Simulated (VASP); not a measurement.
# PbS (Pm-3m) in VASP: single point with PBE

Aim: the single point of PbS with PBE.

Everything below comes from runs of VASP 6.6.1. Logs are shortened: lines on timing, memory, paths and dates and some standing lists are left out, and cuts for length are marked.

**1. The cell of the first run**

Symmetry: Pm-3m, No. 221, cubic system. Conventional cell: a = 3.635 Å, b = 3.635 Å, c = 3.635 Å, α = 90.00°, β = 90.00°, γ = 90.00°. Pb (site symmetry m-3m) has 8 S at 3.15 Å and 6 Pb at 3.64 Å within 4.1 Å. Within 4.1 Å of S (site symmetry m-3m) lie 8 Pb at 3.15 Å and 6 S at 3.64 Å.

**2. Single point, PBE**

Input file INCAR:

```
SYSTEM = PbS
PREC = Accurate ; ENCUT = 520
EDIFF = 1E-6 ; ISMEAR = -1
SIGMA = 0.02 ; LREAL = .FALSE.
LASPH = .TRUE. ; NELM = 100
ALGO = Normal ; ISIF = 2
LWAVE = .FALSE. ; LCHARG = .FALSE.
GGA = PE ; NBANDS = 17
```

Input file KPOINTS:

```
Automatic mesh
0
G
  6 6 6
  0 0 0
```

Input file POSCAR:

```
PbS
1.0
    3.6351320118      0.0000000000      0.0000000000
    0.0000000000      3.6351320118      0.0000000000
    0.0000000000      0.0000000000      3.6351320118
Pb S
1 1
Direct
    0.0000000000      0.0000000000      0.0000000000
    0.5000000000      0.5000000000      0.5000000000
```

Potentials or basis: VASP PAW PBE potentials, release 64 (Pb_d, S).

Started as:

```
$ cat potpaw_PBE.64/Pb_d/POTCAR potpaw_PBE.64/S/POTCAR > POTCAR
$ mpirun -np 1 vasp_std > vasp.out
```

OUTCAR:

```text
SYSTEM = PbS
   PREC = Accurate
   ENCUT = 520
   EDIFF = 1E-6
   ISMEAR = -1
   LREAL = .FALSE.
   LASPH = .TRUE.
   NELM = 100
   ISIF = 2
   GGA = PE

 ion  position               nearest neighbor table
   1  0.000  0.000  0.000-   2 3.15   2 3.15   2 3.15   2 3.15   2 3.15   2 3.15   2 3.15   2 3.15

   2  0.500  0.500  0.500-   1 3.15   1 3.15   1 3.15   1 3.15   1 3.15   1 3.15   1 3.15   1 3.15

  LATTYP: Found a simple cubic cell.
 ALAT       =     3.6351320118

  Lattice vectors:

 A1 = (   3.6351320118,   0.0000000000,   0.0000000000)
 A2 = (   0.0000000000,   3.6351320118,   0.0000000000)
 A3 = (   0.0000000000,   0.0000000000,   3.6351320118)

Analysis of symmetry for initial positions (statically):
=====================================================================
 Subroutine PRICEL returns:
 Original cell was already a primitive cell.

 Routine SETGRP: Setting up the symmetry group for a
 simple cubic supercell.

 Subroutine GETGRP returns: Found 48 space group operations
 (whereof 48 operations were pure point group operations)
 out of a pool of 48 trial point group operations.

The static configuration has the point symmetry O_h .

Analysis of symmetry for dynamics (positions and initial velocities):
=====================================================================
 Subroutine PRICEL returns:
 Original cell was already a primitive cell.

 Routine SETGRP: Setting up the symmetry group for a
 simple cubic supercell.

 Subroutine GETGRP returns: Found 48 space group operations
 (whereof 48 operations were pure point group operations)
 out of a pool of 48 trial point group operations.

The dynamic configuration has the point symmetry O_h .

 Subroutine INISYM returns: Found 48 space group operations
 (whereof 48 operations are pure point group operations),
 and found     1 'primitive' translations

----------------------------------------------------------------------------------------

                                     Primitive cell

  volume of cell :      48.0353

  direct lattice vectors                    reciprocal lattice vectors
     3.635132012  0.000000000  0.000000000     0.275093173  0.000000000  0.000000000
     0.000000000  3.635132012  0.000000000     0.000000000  0.275093173  0.000000000
     0.000000000  0.000000000  3.635132012     0.000000000  0.000000000  0.275093173

  length of vectors
     3.635132012  3.635132012  3.635132012     0.275093173  0.275093173  0.275093173

  position of ions in fractional coordinates (direct lattice)
     0.000000000  0.000000000  0.000000000
     0.500000000  0.500000000  0.500000000

  ion indices of the primitive-cell ions
   primitive index   ion index
                 1           1
                 2           2

----------------------------------------------------------------------------------------

 KPOINTS: Automatic mesh

Automatic generation of k-mesh.
 Grid dimensions read from file:
 generate k-points for:    6    6    6

 Generating k-lattice:

  Cartesian coordinates                     Fractional coordinates (reciprocal lattice)
     0.045848862  0.000000000  0.000000000     0.166666667  0.000000000  0.000000000
     0.000000000  0.045848862  0.000000000     0.000000000  0.166666667  0.000000000
     0.000000000  0.000000000  0.045848862     0.000000000  0.000000000  0.166666667

  Length of vectors
     0.045848862  0.045848862  0.045848862

  Shift w.r.t. Gamma in fractional coordinates (k-lattice)
     0.000000000  0.000000000  0.000000000

 Subroutine IBZKPT returns following result:
 ===========================================

 Found     20 irreducible k-points:

 Following reciprocal coordinates:
            Coordinates               Weight
  0.000000  0.000000  0.000000      1.000000
  0.166667  0.000000  0.000000      6.000000
  0.333333  0.000000  0.000000      6.000000
  0.500000  0.000000  0.000000      3.000000
  0.166667  0.166667  0.000000     12.000000
  0.333333  0.166667  0.000000     24.000000
[... 12 lines left out ...]
  0.500000  0.500000  0.333333      6.000000
  0.500000  0.500000  0.500000      1.000000
   k-points           NKPTS =     20   k-points in BZ     NKDIM =     20   number of bands    NBANDS=     17
   number of dos      NEDOS =    301   number of ions     NIONS =      2
   total plane-waves  NPLWV =  21952
   dimension x,y,z NGX =    28 NGY =   28 NGZ =   28
   dimension x,y,z NGXF=    56 NGYF=   56 NGZF=   56
   ions per type =               1   1
   NGX,Y,Z   is equivalent  to a cutoff of  12.81, 12.81, 12.81 a.u.
   NGXF,Y,Z  is equivalent  to a cutoff of  25.61, 25.61, 25.61 a.u.
 SYSTEM =  PbS
   PREC   = accura    normal or accurate (medium, high low for compatibility)
   ISTART =      0    job   : 0-new  1-cont  2-samecut
   ICHARG =      2    charge: 1-file 2-atom 10-const
   ISPIN  =      1    spin polarized calculation?
   LNONCOLLINEAR =      F non collinear calculations
   LSORBIT =      F    spin-orbit coupling
   LASPH  =      T    aspherical Exc in radial PAW
   ENCUT  =  520.0 eV  38.22 Ry    6.18 a.u.   6.76  6.76  6.76*2*pi/ulx,y,z
   NELM   =    100;   NELMIN=  2; NELMDL= -5     # of ELM steps
   EDIFF  = 0.1E-05   stopping-criterion for ELM
   LREAL  =      F    real-space projection
   EDIFFG = 0.1E-04   stopping-criterion for IOM
   NSW    =      0    number of steps for IOM
   IBRION =     -1    ionic relax: 0-MD 1-quasi-New 2-CG
   NFREE  =      0    steps in history (QN), initial steepest desc. (CG)
   ISIF   =      2    stress and relaxation
   ISYM   =      2    0-nonsym 1-usesym 2-fastsym
   POTIM  = 0.5000    time-step for ionic-motion
   TEBEG  =    0.0;   TEEND  =   0.0 temperature during run
   PSTRESS=    0.0 pullay stress
   NELECT =      20.0000    total number of electrons
   NUPDOWN=      -1.0000    fix difference up-down
   EMIN   =  10.00;   EMAX   =-10.00  energy-range for DOS
   EFERMI =   0.00;   METHOD = LEGACY
   ISMEAR =    -1;   SIGMA  =   0.02  broadening in eV -4-tet -1-fermi 0-gaus
   EFERMI_NEDOS =   21; number of points for ismear=-14 and -15
   IALGO  =     38    algorithm
   IMIX   =      4    mixing-type and parameters
     AMIX     =   0.40;   BMIX     =  1.00
     AMIX_MAG =   1.60;   BMIX_MAG =  1.00
  volume/ion in A,a.u.               =      24.02       162.08
  Fermi-wavevector in a.u.,A,eV,Ry     =   1.222451  2.310097 20.332348  1.494385
  Thomas-Fermi vector in A             =   2.357597
   LORBIT       =      0    0 simple, 1 ext, 2 COOP (PROOUT), +10 PAW based schemes
   GGA     = PE    functional components
   LHFCALC =     F    Hartree Fock is set to
   AEXX    =    0.0000 exact exchange contribution
   IVDW    =     0    specifies the selected vdW correction
   LEPSILON=     F    determine dielectric tensor
   LRPA    =     F    only Hartree local field effects (RPA)
 non-spin polarized calculation
  energy-cutoff  :      520.00
  volume of cell :       48.04
 maximum number of plane-waves:      1328
 NGX is ok and might be reduce to    28
   NGX = 13   NGY = 13   NGZ = 13

 number of electron      19.9999994 magnetization

 Free energy of the ion-electron system (eV)
  ---------------------------------------------------
  ext. energy  EPLUGINS =         0.00000000
  ---------------------------------------------------
  free energy    TOTEN  =        -8.25157771 eV

  energy without entropy =       -8.25058968  energy(sigma->0) =       -8.25108369

 E-fermi :   6.3377     XC(G=0): -10.2418

 val. band max:        6.3274075482   @ k =   0.1667   0.1667   0.1667
 cond. band min:       6.5375541951   @ k =   0.5000   0.3333   0.3333
 fundamental gap:      0.2101466470
 Fermi energy:         6.3376753981

 k-point     1 :       0.0000    0.0000    0.0000
  band No.  band energies     occupation
      1     -10.6325      2.00000
      2     -10.6325      2.00000
      3     -10.4115      2.00000
      4     -10.4115      2.00000
      5     -10.4115      2.00000
      6      -6.9403      2.00000
[... 9 lines left out ...]
     16      19.1210      0.00000
     17      19.1212      0.00000

 k-point     2 :       0.1667    0.0000    0.0000
  band No.  band energies     occupation
      1     -10.6298      2.00000
      2     -10.5914      2.00000
      3     -10.4269      2.00000
      4     -10.4269      2.00000
      5     -10.4100      2.00000
      6      -6.7022      2.00000
[... 9 lines left out ...]
     16      18.7706      0.00000
     17      18.9731      0.00000

 k-point     3 :       0.3333    0.0000    0.0000
  band No.  band energies     occupation
      1     -10.6246      2.00000
      2     -10.5102      2.00000
      3     -10.4574      2.00000
      4     -10.4574      2.00000
      5     -10.4070      2.00000
      6      -6.0772      2.00000
[... 9 lines left out ...]
     16      16.7799      0.00000
     17      19.0784      0.00000

 k-point     4 :       0.5000    0.0000    0.0000
  band No.  band energies     occupation
      1     -10.6219      2.00000
      2     -10.4724      2.00000
      3     -10.4724      2.00000
      4     -10.4698      2.00000
      5     -10.4055      2.00000
      6      -5.6046      2.00000
[... 9 lines left out ...]
     16      19.0633      0.00000
     17      20.2931      0.00000

 k-point     5 :       0.1667    0.1667    0.0000
  band No.  band energies     occupation
      1     -10.6086      2.00000
      2     -10.5683      2.00000
      3     -10.4469      2.00000
      4     -10.4262      2.00000
      5     -10.4239      2.00000
      6      -6.4680      2.00000
[... 9 lines left out ...]
     16      17.3569      0.00000
     17      17.5498      0.00000

 k-point     6 :       0.3333    0.1667    0.0000
  band No.  band energies     occupation
      1     -10.5970      2.00000
      2     -10.4916      2.00000
      3     -10.4860      2.00000
      4     -10.4549      2.00000
      5     -10.4213      2.00000
      6      -5.8659      2.00000
[... 9 lines left out ...]
     16      17.3398      0.00000
     17      17.4025      0.00000

 k-point     7 :       0.5000    0.1667    0.0000
  band No.  band energies     occupation
      1     -10.5937      2.00000
      2     -10.5052      2.00000
      3     -10.4696      2.00000
      4     -10.4510      2.00000
      5     -10.4195      2.00000
      6      -5.4288      2.00000
[... 9 lines left out ...]
     16      17.7164      0.00000
     17      18.5555      0.00000

 k-point     8 :       0.3333    0.3333    0.0000
  band No.  band energies     occupation
      1     -10.5643      2.00000
      2     -10.5412      2.00000
      3     -10.4509      2.00000
      4     -10.4486      2.00000
      5     -10.4323      2.00000
      6      -5.3592      2.00000
[... 9 lines left out ...]
     16      16.6474      0.00000
     17      18.2828      0.00000
[... 123 lines left out ...]
      1     -10.5580      2.00000
      2     -10.5102      2.00000
      3     -10.4867      2.00000
      4     -10.4667      2.00000
      5     -10.3930      2.00000
      6      -4.9442      2.00000
[... 9 lines left out ...]
     16      16.7344      0.00000
     17      20.1227      0.00000

 k-point    16 :       0.5000    0.5000    0.1667
  band No.  band energies     occupation
      1     -10.5847      2.00000
      2     -10.4969      2.00000
      3     -10.4821      2.00000
      4     -10.4821      2.00000
      5     -10.3593      2.00000
      6      -4.7564      2.00000
[... 9 lines left out ...]
     16      17.1649      0.00000
     17      18.9374      0.00000

 k-point    17 :       0.3333    0.3333    0.3333
  band No.  band energies     occupation
      1     -10.5277      2.00000
      2     -10.5070      2.00000
      3     -10.5070      2.00000
      4     -10.4277      2.00000
      5     -10.4277      2.00000
      6      -4.9169      2.00000
[... 9 lines left out ...]
     16      17.3105      0.00000
     17      21.7484      0.00000

 k-point    18 :       0.5000    0.3333    0.3333
  band No.  band energies     occupation
      1     -10.5433      2.00000
      2     -10.5260      2.00000
      3     -10.5048      2.00000
      4     -10.4264      2.00000
      5     -10.3823      2.00000
      6      -4.7458      2.00000
[... 9 lines left out ...]
     16      18.2986      0.00000
     17      22.0427      0.00000

 k-point    19 :       0.5000    0.5000    0.3333
  band No.  band energies     occupation
      1     -10.5576      2.00000
      2     -10.5236      2.00000
      3     -10.5236      2.00000
      4     -10.4036      2.00000
      5     -10.3576      2.00000
      6      -4.6383      2.00000
[... 9 lines left out ...]
     16      19.1721      0.00000
     17      22.5925      0.00000

 k-point    20 :       0.5000    0.5000    0.5000
  band No.  band energies     occupation
      1     -10.5441      2.00000
      2     -10.5441      2.00000
      3     -10.5441      2.00000
      4     -10.3568      2.00000
      5     -10.3568      2.00000
      6      -4.5748      2.00000
[... 9 lines left out ...]
     16      20.1558      0.00000
     17      22.7536      0.00000

------------------------ aborting loop because EDIFF is reached ----------------------------------------

  FORCE on cell =-STRESS in cart. coord.  units (eV):
  Direction    XX          YY          ZZ          XY          YZ          ZX
  --------------------------------------------------------------------------------------
  -------------------------------------------------------------------------------------
  Total        0.2638842      0.2638842      0.2638842      0.0000000      0.0000000     -0.0000000
  in kB        8.8016358      8.8016358      8.8016358      0.0000000      0.0000000     -0.0000000
  external PRESSURE =       8.8016358 kB  Pullay stress =       0.0000000 kB

 VOLUME and BASIS-vectors are now :
 -----------------------------------------------------------------------------
  energy-cutoff  :      520.00
  volume of cell :       48.04
      direct lattice vectors                 reciprocal lattice vectors
     3.635132012  0.000000000  0.000000000     0.275093173  0.000000000  0.000000000
     0.000000000  3.635132012  0.000000000     0.000000000  0.275093173  0.000000000
     0.000000000  0.000000000  3.635132012     0.000000000  0.000000000  0.275093173

 POSITION                                       TOTAL-FORCE (eV/Angst)
 -----------------------------------------------------------------------------------
      0.00000      0.00000      0.00000         0.000000      0.000000      0.000000
      1.81757      1.81757      1.81757         0.000000      0.000000      0.000000
 -----------------------------------------------------------------------------------
    total drift:                               -0.000000      0.000000      0.000000

  FREE ENERGIE OF THE ION-ELECTRON SYSTEM (eV)
  ---------------------------------------------------
  free  energy   TOTEN  =        -8.2515777078 eV

  energy  without entropy=       -8.2505896768  energy(sigma->0) =       -8.25108369
```

Run time: 5.7 s. Hardware: 1 thread of Intel Xeon 6975P-C (Granite Rapids), shared host; peak memory 0.15 GiB.

What came out:

```yaml
Free_energy: -8.2516 eV
Pressure: 0.9 GPa
Band_gap_on_the_k_mesh: zero (band 10 reaches 6.33 eV, above the bottom of band 11 at 5.78 eV)
```

Caveat: spin-orbit coupling is left out, which moves the levels of the heavy elements.
